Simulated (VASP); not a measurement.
Input of a VASP 6.6.1 run:

Contents of INCAR:

```
SYSTEM = Ba
PREC = Accurate ; ENCUT = 520
EDIFF = 1E-6 ; ISMEAR = -1
SIGMA = 0.05 ; LREAL = .False.
LASPH = .True. ; NELM = 80
ALGO = Fast ; ISIF = 2
LWAVE = .False. ; LCHARG = .True.
LELF = .True. ; LVHAR = .True.
NBANDS = 11
```

KPOINTS

```
Automatic mesh
0
Gamma
  8 8 8
  0 0 0
```

Contents of POSCAR:

```
Ba
1.0
   -2.5065000000      2.5065000000      2.5065000000
    2.5065000000     -2.5065000000      2.5065000000
    2.5065000000      2.5065000000     -2.5065000000
Ba
1
Direct
    0.0000000000      0.0000000000      0.0000000000
```

Potentials or basis: VASP PAW LDA potentials, release 64 (Ba_sv).

The run is started by

```sh
$ cat potpaw_LDA.64/Ba_sv/POTCAR > POTCAR
$ mpirun -np 1 vasp_std > vasp.out
```

Question: Predict the band gap on the k mesh.

Answer: Zero (bands 5 and 6 overlap by 1.06 eV).

Question: Estimate the pressure.

Answer: -1.3 GPa.

Caveat: spin-orbit coupling is left out, which moves the levels of the heavy elements.
